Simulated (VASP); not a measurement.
# SrTiO3 (Pm-3m) in VASP: a series of runs

The runs below take SrTiO3 through single point, with r2SCAN+U.

All numbers are computed with VASP 6.6.1; they aren't measurements. Logs are shortened: lines on timing, memory, paths and dates and some standing lists are left out, and cuts for length are marked.

## (1) The cell of the first run

Symmetry: Pm-3m, No. 221, cubic system. Conventional cell: a = 3.867 Å, b = 3.867 Å, c = 3.867 Å, α = 90.00°, β = 90.00°, γ = 90.00°. Within 3.6 Å of Sr (site symmetry m-3m) lie 12 O at 2.73 Å and 8 Ti at 3.35 Å. Within 2.6 Å of Ti (site symmetry m-3m) lie 6 O at 1.93 Å. Within 2.6 Å of O (site symmetry 4/mmm) lie 2 Ti at 1.93 Å.

## (2) Single point, r2SCAN+U

The input, POSCAR:

```
SrTiO3
1.0
    3.8669527782      0.0000000000      0.0000000000
    0.0000000000      3.8669527782      0.0000000000
    0.0000000000      0.0000000000      3.8669527782
Sr Ti O
1 1 3
Direct
    0.0000000000      0.0000000000      0.0000000000
    0.5000000000      0.5000000000      0.5000000000
    0.5000000000      0.0000000000      0.5000000000
    0.5000000000      0.5000000000      0.0000000000
    0.0000000000      0.5000000000      0.5000000000
```

The input, INCAR.step1:

```
SYSTEM = SrTiO3
PREC = Accurate
ENCUT = 520
ISMEAR = 0
SIGMA = 0.02
LREAL = .FALSE.
LASPH = .TRUE.
NELM = 150
LMAXMIX = 4
LDAU = .TRUE.
LDAUTYPE = 2
LDAUL = -1 2 -1
LDAUU = 0 4 0
LDAUJ = 0 0 0
NBANDS = 28
GGA = PE
ALGO = Normal
EDIFF = 1E-4
LWAVE = .TRUE.
LCHARG = .FALSE.
```

The input, INCAR.step2:

```
SYSTEM = SrTiO3
PREC = Accurate
ENCUT = 520
EDIFF = 1E-7
ISMEAR = 0
SIGMA = 0.02
LREAL = .FALSE.
LASPH = .TRUE.
NELM = 150
ALGO = Normal
ISIF = 2
LWAVE = .FALSE.
LCHARG = .FALSE.
LMAXMIX = 4
LDAU = .TRUE.
LDAUTYPE = 2
LDAUL = -1 2 -1
LDAUU = 0 4 0
LDAUJ = 0 0 0
LDAUPRINT = 1
METAGGA = R2SCAN
LMIXTAU = .TRUE.
NBANDS = 28
ISTART = 1
```

The input, KPOINTS:

```
Automatic mesh
0
G
  6 6 6
  0 0 0
```

Potentials or basis: VASP PAW PBE potentials, release 64 (Sr_sv, Ti_sv, O).

Started as:

```
$ cat potpaw_PBE.64/Sr_sv/POTCAR potpaw_PBE.64/Ti_sv/POTCAR potpaw_PBE.64/O/POTCAR > POTCAR
$ cp INCAR.step1 INCAR
$ mpirun -np 1 vasp_std > vasp.out
$ cp INCAR.step2 INCAR
$ mpirun -np 1 vasp_std > vasp.out
```

OUTCAR:

```text
SYSTEM = SrTiO3
   PREC = Accurate
   ENCUT = 520
   EDIFF = 1E-7
   ISMEAR = 0
   LREAL = .FALSE.
   LASPH = .TRUE.
   NELM = 150
   ISIF = 2
   METAGGA = R2SCAN
   ISTART = 1

 ion  position               nearest neighbor table
   1  0.000  0.000  0.000-   3 2.73   4 2.73   5 2.73   3 2.73   5 2.73   4 2.73   5 2.73   5 2.73
                             3 2.73   4 2.73   3 2.73   4 2.73   2 3.35   2 3.35   2 3.35   2 3.35
   2  0.500  0.500  0.500-   3 1.93   4 1.93   5 1.93   4 1.93   3 1.93   5 1.93   1 3.35   1 3.35
                             1 3.35   1 3.35   1 3.35   1 3.35   1 3.35   1 3.35
   3  0.500  0.000  0.500-   2 1.93   2 1.93   1 2.73   1 2.73   1 2.73   1 2.73
   4  0.500  0.500  0.000-   2 1.93   2 1.93   1 2.73   1 2.73   1 2.73   1 2.73
   5  0.000  0.500  0.500-   2 1.93   2 1.93   1 2.73   1 2.73   1 2.73   1 2.73

  LATTYP: Found a simple cubic cell.
 ALAT       =     3.8669527782

  Lattice vectors:

 A1 = (   3.8669527782,   0.0000000000,   0.0000000000)
 A2 = (   0.0000000000,   3.8669527782,   0.0000000000)
 A3 = (   0.0000000000,   0.0000000000,   3.8669527782)

Analysis of symmetry for initial positions (statically):
=====================================================================
 Subroutine PRICEL returns:
 Original cell was already a primitive cell.

 Routine SETGRP: Setting up the symmetry group for a
 simple cubic supercell.

 Subroutine GETGRP returns: Found 48 space group operations
 (whereof 48 operations were pure point group operations)
 out of a pool of 48 trial point group operations.

The static configuration has the point symmetry O_h .

Analysis of symmetry for dynamics (positions and initial velocities):
=====================================================================
 Subroutine PRICEL returns:
 Original cell was already a primitive cell.

 Routine SETGRP: Setting up the symmetry group for a
 simple cubic supercell.

 Subroutine GETGRP returns: Found 48 space group operations
 (whereof 48 operations were pure point group operations)
 out of a pool of 48 trial point group operations.

The dynamic configuration has the point symmetry O_h .

 Subroutine INISYM returns: Found 48 space group operations
 (whereof 48 operations are pure point group operations),
 and found     1 'primitive' translations

----------------------------------------------------------------------------------------

                                     Primitive cell

  volume of cell :      57.8238

  direct lattice vectors                    reciprocal lattice vectors
     3.866952778  0.000000000  0.000000000     0.258601555  0.000000000  0.000000000
     0.000000000  3.866952778  0.000000000     0.000000000  0.258601555  0.000000000
     0.000000000  0.000000000  3.866952778     0.000000000  0.000000000  0.258601555

  length of vectors
     3.866952778  3.866952778  3.866952778     0.258601555  0.258601555  0.258601555

  position of ions in fractional coordinates (direct lattice)
     0.000000000  0.000000000  0.000000000
     0.500000000  0.500000000  0.500000000
     0.500000000  0.000000000  0.500000000
     0.500000000  0.500000000  0.000000000
     0.000000000  0.500000000  0.500000000

  ion indices of the primitive-cell ions
   primitive index   ion index
                 1           1
                 2           2
                 3           3
                 4           4
                 5           5

----------------------------------------------------------------------------------------
[... 54 lines left out ...]
   NGXF,Y,Z  is equivalent  to a cutoff of  25.79, 25.79, 25.79 a.u.
 SYSTEM =  SrTiO3
   PREC   = accura    normal or accurate (medium, high low for compatibility)
   ISTART =      1    job   : 0-new  1-cont  2-samecut
   ICHARG =      0    charge: 1-file 2-atom 10-const
   ISPIN  =      1    spin polarized calculation?
   LNONCOLLINEAR =      F non collinear calculations
   LSORBIT =      F    spin-orbit coupling
   LASPH  =      T    aspherical Exc in radial PAW
   ENCUT  =  520.0 eV  38.22 Ry    6.18 a.u.   7.19  7.19  7.19*2*pi/ulx,y,z
   NELM   =    150;   NELMIN=  2; NELMDL=  0     # of ELM steps
   EDIFF  = 0.1E-06   stopping-criterion for ELM
   LREAL  =      F    real-space projection
   EDIFFG = 0.1E-05   stopping-criterion for IOM
   NSW    =      0    number of steps for IOM
   IBRION =     -1    ionic relax: 0-MD 1-quasi-New 2-CG
   NFREE  =      0    steps in history (QN), initial steepest desc. (CG)
   ISIF   =      2    stress and relaxation
   ISYM   =      2    0-nonsym 1-usesym 2-fastsym
   POTIM  = 0.5000    time-step for ionic-motion
   TEBEG  =    0.0;   TEEND  =   0.0 temperature during run
   PSTRESS=    0.0 pullay stress
   NELECT =      40.0000    total number of electrons
   NUPDOWN=      -1.0000    fix difference up-down
   EMIN   =  10.00;   EMAX   =-10.00  energy-range for DOS
   EFERMI =   0.00;   METHOD = LEGACY
   ISMEAR =     0;   SIGMA  =   0.02  broadening in eV -4-tet -1-fermi 0-gaus
   EFERMI_NEDOS =   21; number of points for ismear=-14 and -15
   IALGO  =     38    algorithm
   IMIX   =      4    mixing-type and parameters
     AMIX     =   0.40;   BMIX     =  1.00
     AMIX_MAG =   1.60;   BMIX_MAG =  1.00
  volume/ion in A,a.u.               =      11.56        78.04
  Fermi-wavevector in a.u.,A,eV,Ry     =   1.447858  2.736055 28.521794  2.096293
  Thomas-Fermi vector in A             =   2.565765
   LORBIT       =      0    0 simple, 1 ext, 2 COOP (PROOUT), +10 PAW based schemes
 LDA+U is selected, type is set to LDAUTYPE =  2
   angular momentum for each species LDAUL =    -1    2   -1
   U (eV)           for each species LDAUU =   0.0  4.0  0.0
   J (eV)           for each species LDAUJ =   0.0  0.0  0.0
   METAGGA = R2SCAN    functional components
   LHFCALC =     F    Hartree Fock is set to
   AEXX    =    0.0000 exact exchange contribution
   IVDW    =     0    specifies the selected vdW correction
   LEPSILON=     F    determine dielectric tensor
   LRPA    =     F    only Hartree local field effects (RPA)
 non-spin polarized calculation
 Gauss-broadening in eV      SIGMA  =   0.02
  energy-cutoff  :      520.00
  volume of cell :       57.82
 maximum number of plane-waves:      1596
 NGX is ok and might be reduce to    30
   NGX = 15   NGY = 15   NGZ = 15

atom =   2  type =  2  l = 2

 onsite density matrix

spin component  1

  0.0969  0.0000 -0.0000 -0.0000 -0.0000
  0.0000  0.0969  0.0000 -0.0000 -0.0000
 -0.0000  0.0000  0.2586  0.0000 -0.0000
 -0.0000 -0.0000  0.0000  0.0969  0.0000
 -0.0000 -0.0000 -0.0000  0.0000  0.2586

spin component  2

  0.0969  0.0000 -0.0000 -0.0000 -0.0000
  0.0000  0.0969  0.0000 -0.0000 -0.0000
 -0.0000  0.0000  0.2586  0.0000 -0.0000
 -0.0000 -0.0000  0.0000  0.0969  0.0000
 -0.0000 -0.0000 -0.0000  0.0000  0.2586

 occupancies and eigenvectors

  o =  0.0969  v =  0.0000  0.0556 -0.0000 -0.9985 -0.0000  0.0000  0.0000  0.0000  0.0000  0.0000      0.0000  0.0000  0.0000  0.0000  0.0000  0.0000  0.0000  0.0000  0.0000  0.0000
  o =  0.0969  v =  0.0000  0.0000  0.0000  0.0000  0.0000  0.0000  0.0556 -0.0000 -0.9985 -0.0000      0.0000  0.0000  0.0000  0.0000  0.0000  0.0000  0.0000  0.0000  0.0000  0.0000
  o =  0.0969  v =  0.0000  0.0000  0.0000  0.0000  0.0000  0.0000 -0.9985 -0.0000 -0.0556 -0.0000      0.0000  0.0000  0.0000  0.0000  0.0000  0.0000  0.0000  0.0000  0.0000  0.0000
  o =  0.0969  v =  0.0000 -0.9985 -0.0000 -0.0556 -0.0000  0.0000  0.0000  0.0000  0.0000  0.0000      0.0000  0.0000  0.0000  0.0000  0.0000  0.0000  0.0000  0.0000  0.0000  0.0000
  o =  0.0969  v =  0.0000  0.0000  0.0000  0.0000  0.0000  1.0000  0.0000  0.0000  0.0000  0.0000      0.0000  0.0000  0.0000  0.0000  0.0000  0.0000  0.0000  0.0000  0.0000  0.0000
  o =  0.0969  v =  1.0000  0.0000  0.0000  0.0000  0.0000  0.0000  0.0000  0.0000  0.0000  0.0000      0.0000  0.0000  0.0000  0.0000  0.0000  0.0000  0.0000  0.0000  0.0000  0.0000
  o =  0.2586  v =  0.0000 -0.0000  1.0000 -0.0000  0.0008  0.0000  0.0000  0.0000  0.0000  0.0000      0.0000  0.0000  0.0000  0.0000  0.0000  0.0000  0.0000  0.0000  0.0000  0.0000
  o =  0.2586  v =  0.0000  0.0000  0.0000  0.0000  0.0000  0.0000 -0.0000  1.0000 -0.0000  0.0008      0.0000  0.0000  0.0000  0.0000  0.0000  0.0000  0.0000  0.0000  0.0000  0.0000
  o =  0.2586  v =  0.0000  0.0000  0.0000  0.0000  0.0000  0.0000 -0.0000  0.0008 -0.0000 -1.0000      0.0000  0.0000  0.0000  0.0000  0.0000  0.0000  0.0000  0.0000  0.0000  0.0000
  o =  0.2586  v =  0.0000 -0.0000  0.0008 -0.0000 -1.0000  0.0000  0.0000  0.0000  0.0000  0.0000      0.0000  0.0000  0.0000  0.0000  0.0000  0.0000  0.0000  0.0000  0.0000  0.0000

 number of electron      40.0000025 magnetization

 Free energy of the ion-electron system (eV)
  ---------------------------------------------------
  ext. energy  EPLUGINS =         0.00000000
  ---------------------------------------------------
  free energy    TOTEN  =       -60.59305285 eV

  energy without entropy =      -60.59305285  energy(sigma->0) =      -60.59305285

 E-fermi :   4.3876     XC(G=0): -12.1085

 val. band max:        4.2220691601   @ k =   0.5000   0.5000   0.5000
 cond. band min:       7.1608064158   @ k =   0.0000   0.0000   0.0000
 fundamental gap:      2.9387372557
 Fermi energy:         4.3875624965

 k-point     1 :       0.0000    0.0000    0.0000
  band No.  band energies     occupation
      1     -55.2843      2.00000
      2     -30.4534      2.00000
      3     -30.4534      2.00000
      4     -30.4534      2.00000
      5     -29.5556      2.00000
      6     -14.3645      2.00000
[... 609 lines left out ...]
     27      13.4120      0.00000
     28      13.4120      0.00000

------------------------ aborting loop because EDIFF is reached ----------------------------------------

  FORCE on cell =-STRESS in cart. coord.  units (eV):
  Direction    XX          YY          ZZ          XY          YZ          ZX
  --------------------------------------------------------------------------------------
  -------------------------------------------------------------------------------------
  Total        4.1864091      4.1864091      4.1864091      0.0000000     -0.0000000      0.0000000
  in kB      115.9967034    115.9967034    115.9967034      0.0000000     -0.0000000      0.0000000
  external PRESSURE =     115.9967034 kB  Pullay stress =       0.0000000 kB

 VOLUME and BASIS-vectors are now :
 -----------------------------------------------------------------------------
  energy-cutoff  :      520.00
  volume of cell :       57.82
      direct lattice vectors                 reciprocal lattice vectors
     3.866952778  0.000000000  0.000000000     0.258601555  0.000000000  0.000000000
     0.000000000  3.866952778  0.000000000     0.000000000  0.258601555  0.000000000
     0.000000000  0.000000000  3.866952778     0.000000000  0.000000000  0.258601555

 POSITION                                       TOTAL-FORCE (eV/Angst)
 -----------------------------------------------------------------------------------
      0.00000      0.00000      0.00000         0.000000      0.000000      0.000000
      1.93348      1.93348      1.93348         0.000000      0.000000      0.000000
      1.93348      0.00000      1.93348         0.000000      0.000000      0.000000
      1.93348      1.93348      0.00000         0.000000      0.000000      0.000000
      0.00000      1.93348      1.93348         0.000000      0.000000      0.000000
 -----------------------------------------------------------------------------------
    total drift:                                0.000000      0.000000     -0.000000

  FREE ENERGIE OF THE ION-ELECTRON SYSTEM (eV)
  ---------------------------------------------------
  free  energy   TOTEN  =       -60.5930528510 eV

  energy  without entropy=      -60.5930528510  energy(sigma->0) =      -60.59305285
```

Wall time 2.5 min (1 thread of AMD EPYC 7R13 (Zen 3), shared host); peak memory 0.16 GiB.

Results:

```yaml
Free_energy: -60.5931 eV
Pressure: 11.6 GPa
Band_gap_on_the_k_mesh: 2.94 eV (least direct gap 3.36 eV)
```

Levels at points of the mesh, in eV from the valence-band top:
| k point | band 18 | band 19 | band 20 | band 21 | band 22 | band 23 |
| --- | --- | --- | --- | --- | --- | --- |
| (0.00, 0.00, 0.00) | -0.42 | -0.42 | -0.42 | 2.94 | 2.94 | 2.94 |
| (0.50, 0.00, 0.00) | -2.12 | -0.84 | -0.84 | 3.15 | 4.90 | 4.90 |
| (0.50, 0.50, 0.00) | -1.66 | -1.66 | -0.10 | 4.92 | 4.92 | 5.43 |
| (0.50, 0.50, 0.50) | 0.00 | 0.00 | 0.00 | 5.67 | 5.67 | 5.67 |

Eigenvalues of the final occupation matrices:
| site | spin | trace | eigenvalues |
| --- | --- | --- | --- |
| site 2 d | 1 | 0.81 | 0.10 0.10 0.10 0.26 0.26 |
| site 2 d | 2 | 0.81 | 0.10 0.10 0.10 0.26 0.26 |

Caveat: the cell stands under pressure; the PAW data sets were made with another functional, which shifts forces and pressure a little. A k mesh can miss the band edges.

## (3) Single point, r2SCAN+U

POSCAR is that of step 2.

The input, INCAR.step1:

```
PREC = Accurate
ENCUT = 520
ISMEAR = 0
SIGMA = 0.02
LREAL = F
LASPH = T
NELM = 150
LMAXMIX = 4
LDAU = T
LDAUTYPE = 2
LDAUL = -1 2 -1
LDAUU = 0 4 0
LDAUJ = 0 0 0
NBANDS = 28
GGA = PE
ALGO = Normal
EDIFF = 1E-4
LWAVE = T
LCHARG = F
```

The input, INCAR.step2:

```
PREC = Accurate
ENCUT = 520
EDIFF = 1E-7
ISMEAR = 0
SIGMA = 0.02
LREAL = F
LASPH = T
NELM = 150
ALGO = Normal
ISIF = 2
LWAVE = F
LCHARG = F
LMAXMIX = 4
LDAU = T
LDAUTYPE = 2
LDAUL = -1 2 -1
LDAUU = 0 4 0
LDAUJ = 0 0 0
LDAUPRINT = 1
METAGGA = R2SCAN
LMIXTAU = T
NBANDS = 28
ISTART = 1
```

The input, KPOINTS:

```
Automatic mesh
0
Gamma
  6 6 6
```

Potentials or basis: VASP PAW PBE potentials, release 64 (Sr_sv, Ti_sv, O).

Started as:

```
$ cat potpaw_PBE.64/Sr_sv/POTCAR potpaw_PBE.64/Ti_sv/POTCAR potpaw_PBE.64/O/POTCAR > POTCAR
$ cp INCAR.step1 INCAR
$ mpirun -np 1 vasp_std > vasp.out
$ cp INCAR.step2 INCAR
$ mpirun -np 1 vasp_std > vasp.out
```

Wall time 2.4 min (1 thread of AMD EPYC 7R13 (Zen 3), shared host); peak memory 0.16 GiB.

It converged, with:

```yaml
Free_energy: -60.5931 eV
Pressure: 11.6 GPa
Band_gap_on_the_k_mesh: 2.94 eV (least direct gap 3.36 eV)
```

Levels at points of the mesh, in eV from the valence-band top:
| k point | band 16 | band 17 | band 18 | band 19 | band 20 | band 21 | band 22 | band 23 | band 24 | band 25 |
| --- | --- | --- | --- | --- | --- | --- | --- | --- | --- | --- |
| (0.00, 0.00, 0.00) | -1.28 | -1.28 | -0.42 | -0.42 | -0.42 | 2.94 | 2.94 | 2.94 | 4.88 | 4.88 |
| (0.50, 0.00, 0.00) | -2.33 | -2.33 | -2.12 | -0.84 | -0.84 | 3.15 | 4.90 | 4.90 | 4.90 | 7.24 |
| (0.50, 0.50, 0.00) | -2.88 | -1.92 | -1.66 | -1.66 | -0.10 | 4.92 | 4.92 | 5.43 | 5.93 | 8.69 |
| (0.50, 0.50, 0.50) | -3.78 | -3.78 | 0.00 | 0.00 | 0.00 | 5.67 | 5.67 | 5.67 | 7.70 | 7.70 |

Eigenvalues of the final occupation matrices:
```csv
site,spin,trace,eigenvalues
site 2 d,1,0.81,0.10 0.10 0.10 0.26 0.26
site 2 d,2,0.81,0.10 0.10 0.10 0.26 0.26
```

Caveat: the cell stands under pressure; the PAW data sets were made with another functional, which shifts forces and pressure a little.
